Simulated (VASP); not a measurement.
Set up this calculation in VASP 6.6.1, as the native input.

* Task: single point
* Functional: LDA
* Potentials or basis: VASP PAW LDA potentials, release 64 (Ga_d, N)
* Cutoff: 520 eV
* k mesh: 8 × 8 × 5
* Occupations: gaussian, width 0.03 eV
* Spin: no spin polarisation
* Dipole correction: no
* Further INCAR settings: ALGO = Normal; EDIFF = 1e-06; NBANDS = 26

The structure of GaN lies in POSCAR:

```
GaN
1.0
    3.1889999985      0.0000000000      0.0000000000
   -1.5944999992      2.7617550113      0.0000000000
    0.0000000000      0.0000000000      5.1538900000
Ga N
2 2
Direct
    0.3333333333      0.6666666667     -0.0004296844
    0.6666666667      0.3333333333      0.4995703156
    0.3333333333      0.6666666667      0.3774296844
    0.6666666667      0.3333333333      0.8774296844
```

One way to write it, as run:

INCAR

```
  PREC = Accurate
  ENCUT = 520
  EDIFF = 1E-6
  ISMEAR = 0
  SIGMA = 0.03
  LREAL = F
  LASPH = T
  NELM = 100
  ALGO = Normal
  ISIF = 2
  LWAVE = F
  LCHARG = F
  NBANDS = 26
```

KPOINTS

```
regular mesh
0
Gamma
  8 8 5
```

Potentials or basis: VASP PAW LDA potentials, release 64 (Ga_d, N).

The run is started by

```bash
$ cat potpaw_LDA.64/Ga_d/POTCAR potpaw_LDA.64/N/POTCAR > POTCAR
$ mpirun -np 1 vasp_std > vasp.out
```

Results of the run:

```
Pressure               : -3.9 GPa
Band gap on the k mesh : 1.99 eV, direct
```

Wall time 40 s on 1 thread of AMD EPYC 7R43 64-Core Processor (Zen 3) (shared host), peak memory 0.12 GiB.
